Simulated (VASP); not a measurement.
# Sn (Fd-3m) in VASP: a series of runs

The runs below take Sn through single point, with PBEsol.

All numbers are computed with VASP 6.6.1; they aren't measurements. Logs are shortened: lines on timing, memory, paths and dates and some standing lists are left out, and cuts for length are marked.

### Step 1. The cell of the first run

The structure is cubic, space group Fd-3m (No. 227). Conventional cell: a = 6.870 Å, b = 6.870 Å, c = 6.870 Å, α = 90.00°, β = 90.00°, γ = 90.00°. Within 3.9 Å of Sn (site symmetry -43m) lie 4 Sn at 2.97 Å.

### Step 2. Single point, PBEsol (Pb replaced by Sn, lengths x 0.971, strained)

INCAR

```
PREC = Accurate
ENCUT = 520
EDIFF = 1E-7
ISMEAR = 0
SIGMA = 0.1
LREAL = F
LASPH = T
NELM = 60
ALGO = Normal
ISIF = 2
LWAVE = F
LCHARG = T
GGA = PS
LELF = T
LVHAR = T
NBANDS = 21
```

KPOINTS

```
regular mesh
0
Gamma
  4 4 4
```

POSCAR

```
Sn
1.0
    0.0000000000      3.4350615054      3.4350615054
    3.4350615054      0.0000000000      3.4350615054
    3.4350615054      3.4350615054      0.0000000000
Sn
2
Direct
    0.5000000000      0.5000000000      0.5000000000
    0.7500000000      0.7500000000      0.7500000000
```

Potentials or basis: VASP PAW PBE potentials, release 64 (Sn_d).

Command:

```console
cat potpaw_PBE.64/Sn_d/POTCAR > POTCAR
mpirun -np 1 vasp_std > vasp.out
```

OUTCAR:

```text
PREC = Accurate
   ENCUT = 520
   EDIFF = 1E-7
   ISMEAR = 0
   LREAL = F
   LASPH = T
   NELM = 60
   ISIF = 2
   GGA = PS

 ion  position               nearest neighbor table
   1  0.500  0.500  0.500-   2 2.97   2 2.97   2 2.97   2 2.97
   2  0.750  0.750  0.750-   1 2.97   1 2.97   1 2.97   1 2.97

  LATTYP: Found a face centered cubic cell.
 ALAT       =     6.8701230108

  Lattice vectors:

 A1 = (   0.0000000000,   3.4350615054,   3.4350615054)
 A2 = (   3.4350615054,   0.0000000000,   3.4350615054)
 A3 = (   3.4350615054,   3.4350615054,   0.0000000000)

Analysis of symmetry for initial positions (statically):
=====================================================================
 Subroutine PRICEL returns:
 Original cell was already a primitive cell.

 Routine SETGRP: Setting up the symmetry group for a
 face centered cubic supercell.

 Subroutine GETGRP returns: Found 48 space group operations
 (whereof 24 operations were pure point group operations)
 out of a pool of 48 trial point group operations.

The static configuration has the point symmetry T_d .
 The point group associated with its full space group is O_h .

Analysis of symmetry for dynamics (positions and initial velocities):
=====================================================================
 Subroutine PRICEL returns:
 Original cell was already a primitive cell.

 Routine SETGRP: Setting up the symmetry group for a
 face centered cubic supercell.

 Subroutine GETGRP returns: Found 48 space group operations
 (whereof 24 operations were pure point group operations)
 out of a pool of 48 trial point group operations.

The dynamic configuration has the point symmetry T_d .
 The point group associated with its full space group is O_h .

 Subroutine INISYM returns: Found 48 space group operations
 (whereof 24 operations are pure point group operations),
 and found     1 'primitive' translations

----------------------------------------------------------------------------------------

                                     Primitive cell

  volume of cell :      81.0650

  direct lattice vectors                    reciprocal lattice vectors
     0.000000000  3.435061505  3.435061505    -0.145557801  0.145557801  0.145557801
     3.435061505  0.000000000  3.435061505     0.145557801 -0.145557801  0.145557801
     3.435061505  3.435061505  0.000000000     0.145557801  0.145557801 -0.145557801

  length of vectors
     4.857910569  4.857910569  4.857910569     0.252113507  0.252113507  0.252113507

  position of ions in fractional coordinates (direct lattice)
     0.500000000  0.500000000  0.500000000
     0.750000000  0.750000000  0.750000000

  ion indices of the primitive-cell ions
   primitive index   ion index
                 1           1
                 2           2

----------------------------------------------------------------------------------------

 KPOINTS: regular mesh

Automatic generation of k-mesh.
 Grid dimensions read from file:
 generate k-points for:    4    4    4

 Generating k-lattice:

  Cartesian coordinates                     Fractional coordinates (reciprocal lattice)
    -0.036389450  0.036389450  0.036389450     0.250000000  0.000000000  0.000000000
     0.036389450 -0.036389450  0.036389450     0.000000000  0.250000000  0.000000000
     0.036389450  0.036389450 -0.036389450     0.000000000  0.000000000  0.250000000

  Length of vectors
     0.063028377  0.063028377  0.063028377

  Shift w.r.t. Gamma in fractional coordinates (k-lattice)
     0.000000000  0.000000000  0.000000000

 Subroutine IBZKPT returns following result:
 ===========================================

 Found      8 irreducible k-points:

 Following reciprocal coordinates:
            Coordinates               Weight
  0.000000  0.000000  0.000000      1.000000
  0.250000  0.000000  0.000000      8.000000
  0.500000  0.000000  0.000000      4.000000
  0.250000  0.250000  0.000000      6.000000
  0.500000  0.250000  0.000000     24.000000
 -0.250000  0.250000  0.000000     12.000000
  0.500000  0.500000  0.000000      3.000000
 -0.250000  0.500000  0.250000      6.000000
   k-points           NKPTS =      8   k-points in BZ     NKDIM =      8   number of bands    NBANDS=     21
   number of dos      NEDOS =    301   number of ions     NIONS =      2
   total plane-waves  NPLWV =  46656
   dimension x,y,z NGX =    36 NGY =   36 NGZ =   36
   dimension x,y,z NGXF=    72 NGYF=   72 NGZF=   72
   ions per type =               2
   NGX,Y,Z   is equivalent  to a cutoff of  12.32, 12.32, 12.32 a.u.
   NGXF,Y,Z  is equivalent  to a cutoff of  24.64, 24.64, 24.64 a.u.
 SYSTEM =  unknown system
   PREC   = accura    normal or accurate (medium, high low for compatibility)
   ISTART =      0    job   : 0-new  1-cont  2-samecut
   ICHARG =      2    charge: 1-file 2-atom 10-const
   ISPIN  =      1    spin polarized calculation?
   LNONCOLLINEAR =      F non collinear calculations
   LSORBIT =      F    spin-orbit coupling
   LASPH  =      T    aspherical Exc in radial PAW
   ENCUT  =  520.0 eV  38.22 Ry    6.18 a.u.   9.03  9.03  9.03*2*pi/ulx,y,z
   NELM   =     60;   NELMIN=  2; NELMDL= -5     # of ELM steps
   EDIFF  = 0.1E-06   stopping-criterion for ELM
   LREAL  =      F    real-space projection
   EDIFFG = 0.1E-05   stopping-criterion for IOM
   NSW    =      0    number of steps for IOM
   IBRION =     -1    ionic relax: 0-MD 1-quasi-New 2-CG
   NFREE  =      0    steps in history (QN), initial steepest desc. (CG)
   ISIF   =      2    stress and relaxation
   ISYM   =      2    0-nonsym 1-usesym 2-fastsym
   POTIM  = 0.5000    time-step for ionic-motion
   TEBEG  =    0.0;   TEEND  =   0.0 temperature during run
   PSTRESS=    0.0 pullay stress
   NELECT =      28.0000    total number of electrons
   NUPDOWN=      -1.0000    fix difference up-down
   EMIN   =  10.00;   EMAX   =-10.00  energy-range for DOS
   EFERMI =   0.00;   METHOD = LEGACY
   ISMEAR =     0;   SIGMA  =   0.10  broadening in eV -4-tet -1-fermi 0-gaus
   EFERMI_NEDOS =   21; number of points for ismear=-14 and -15
   IALGO  =     38    algorithm
   IMIX   =      4    mixing-type and parameters
     AMIX     =   0.40;   BMIX     =  1.00
     AMIX_MAG =   1.60;   BMIX_MAG =  1.00
  volume/ion in A,a.u.               =      40.53       273.53
  Fermi-wavevector in a.u.,A,eV,Ry     =   1.148638  2.170610 17.951093  1.319368
  Thomas-Fermi vector in A             =   2.285311
   LORBIT       =      0    0 simple, 1 ext, 2 COOP (PROOUT), +10 PAW based schemes
   GGA     = PS    functional components
   LHFCALC =     F    Hartree Fock is set to
   AEXX    =    0.0000 exact exchange contribution
   IVDW    =     0    specifies the selected vdW correction
   LEPSILON=     F    determine dielectric tensor
   LRPA    =     F    only Hartree local field effects (RPA)
 non-spin polarized calculation
 Gauss-broadening in eV      SIGMA  =   0.10
  energy-cutoff  :      520.00
  volume of cell :       81.07
 maximum number of plane-waves:      2200
   NGX = 19   NGY = 19   NGZ = 19

 number of electron      27.9999981 magnetization

 Free energy of the ion-electron system (eV)
  ---------------------------------------------------
  ext. energy  EPLUGINS =         0.00000000
  ---------------------------------------------------
  free energy    TOTEN  =        -8.13584323 eV

  energy without entropy =       -8.13159784  energy(sigma->0) =       -8.13372054

 E-fermi :   3.5420     XC(G=0):  -8.3149

 val. band max:        3.5367119847   @ k =   0.5000   0.0000   0.0000
 cond. band min:       3.8805532783   @ k =   0.2500   0.0000   0.0000
 fundamental gap:      0.3438412936
 Fermi energy:         3.5420078309

 k-point     1 :       0.0000    0.0000    0.0000
  band No.  band energies     occupation
      1     -17.4544      2.00000
      2     -17.4544      2.00000
      3     -17.4544      2.00000
      4     -17.4152      2.00000
      5     -17.4152      2.00000
      6     -17.2233      2.00000
[... 13 lines left out ...]
     20      11.4292      0.00000
     21      11.4292      0.00000

 k-point     2 :       0.2500    0.0000    0.0000
  band No.  band energies     occupation
      1     -17.4702      2.00000
      2     -17.4702      2.00000
      3     -17.4453      2.00000
      4     -17.3912      2.00000
      5     -17.3912      2.00000
      6     -17.2529      2.00000
[... 13 lines left out ...]
     20      10.5280      0.00000
     21      10.5280      0.00000

 k-point     3 :       0.5000    0.0000    0.0000
  band No.  band energies     occupation
      1     -17.4775      2.00000
      2     -17.4775      2.00000
      3     -17.4355      2.00000
      4     -17.3775      2.00000
      5     -17.3775      2.00000
      6     -17.2645      2.00000
[... 13 lines left out ...]
     20      11.5786      0.00000
     21      12.0926      0.00000

 k-point     4 :       0.2500    0.2500    0.0000
  band No.  band energies     occupation
      1     -17.4723      2.00000
      2     -17.4723      2.00000
      3     -17.4534      2.00000
      4     -17.3866      2.00000
      5     -17.3573      2.00000
      6     -17.3010      2.00000
[... 13 lines left out ...]
     20      11.2070      0.00000
     21      12.0865      0.00000

 k-point     5 :       0.5000    0.2500    0.0000
  band No.  band energies     occupation
      1     -17.4954      2.00000
      2     -17.4835      2.00000
      3     -17.4140      2.00000
      4     -17.3562      2.00000
      5     -17.3378      2.00000
      6     -17.3196      2.00000
[... 13 lines left out ...]
     20      12.1524      0.00000
     21      12.3522      0.00000

 k-point     6 :      -0.2500    0.2500    0.0000
  band No.  band energies     occupation
      1     -17.4915      2.00000
      2     -17.4837      2.00000
      3     -17.4117      2.00000
      4     -17.3760      2.00000
      5     -17.3549      2.00000
      6     -17.2891      2.00000
[... 13 lines left out ...]
     20      10.8814      0.00000
     21      12.4366      0.00000

 k-point     7 :       0.5000    0.5000    0.0000
  band No.  band energies     occupation
      1     -17.4877      2.00000
      2     -17.4877      2.00000
      3     -17.3973      2.00000
      4     -17.3973      2.00000
      5     -17.3182      2.00000
      6     -17.3182      2.00000
[... 13 lines left out ...]
     20      11.9454      0.00000
     21      13.5629      0.00000

 k-point     8 :      -0.2500    0.5000    0.2500
  band No.  band energies     occupation
      1     -17.4976      2.00000
      2     -17.4976      2.00000
      3     -17.3631      2.00000
      4     -17.3631      2.00000
      5     -17.3224      2.00000
      6     -17.3224      2.00000
[... 13 lines left out ...]
     20      11.8887      0.00000
     21      13.3096      0.00000

------------------------ aborting loop because EDIFF is reached ----------------------------------------

  FORCE on cell =-STRESS in cart. coord.  units (eV):
  Direction    XX          YY          ZZ          XY          YZ          ZX
  --------------------------------------------------------------------------------------
  -------------------------------------------------------------------------------------
  Total       -2.0039848     -2.0039848     -2.0039848     -0.0000000      0.0000000      0.0000000
  in kB      -39.6069552    -39.6069552    -39.6069552     -0.0000000      0.0000000      0.0000000
  external PRESSURE =     -39.6069552 kB  Pullay stress =       0.0000000 kB

 VOLUME and BASIS-vectors are now :
 -----------------------------------------------------------------------------
  energy-cutoff  :      520.00
  volume of cell :       81.07
      direct lattice vectors                 reciprocal lattice vectors
     0.000000000  3.435061505  3.435061505    -0.145557801  0.145557801  0.145557801
     3.435061505  0.000000000  3.435061505     0.145557801 -0.145557801  0.145557801
     3.435061505  3.435061505  0.000000000     0.145557801  0.145557801 -0.145557801

 POSITION                                       TOTAL-FORCE (eV/Angst)
 -----------------------------------------------------------------------------------
      3.43506      3.43506      3.43506         0.000000      0.000000      0.000000
      5.15259      5.15259      5.15259        -0.000000     -0.000000     -0.000000
 -----------------------------------------------------------------------------------
    total drift:                                0.000000      0.000000      0.000000

  FREE ENERGIE OF THE ION-ELECTRON SYSTEM (eV)
  ---------------------------------------------------
  free  energy   TOTEN  =        -8.1358432334 eV

  energy  without entropy=       -8.1315978403  energy(sigma->0) =       -8.13372054
```

It took 10 s on 1 thread of Intel Xeon Platinum 8488C (Sapphire Rapids), shared host; peak memory 0.2 GiB.

What came out:

- Free energy: -8.1358 eV
- Pressure: -4.0 GPa
- Band gap on the k mesh: zero (band 14 reaches 3.97 eV, above the bottom of band 15 at 3.54 eV)

Caveat: the k points lie up to 0.40 Å⁻¹ apart; the cell differs from its parent crystal (Pb replaced by Sn, lengths x 0.971, strained); the PAW data sets were made with another functional, which shifts forces and pressure a little; spin-orbit coupling is left out, which moves the levels of the heavy elements.

(Part 1 of 3 ends here.)
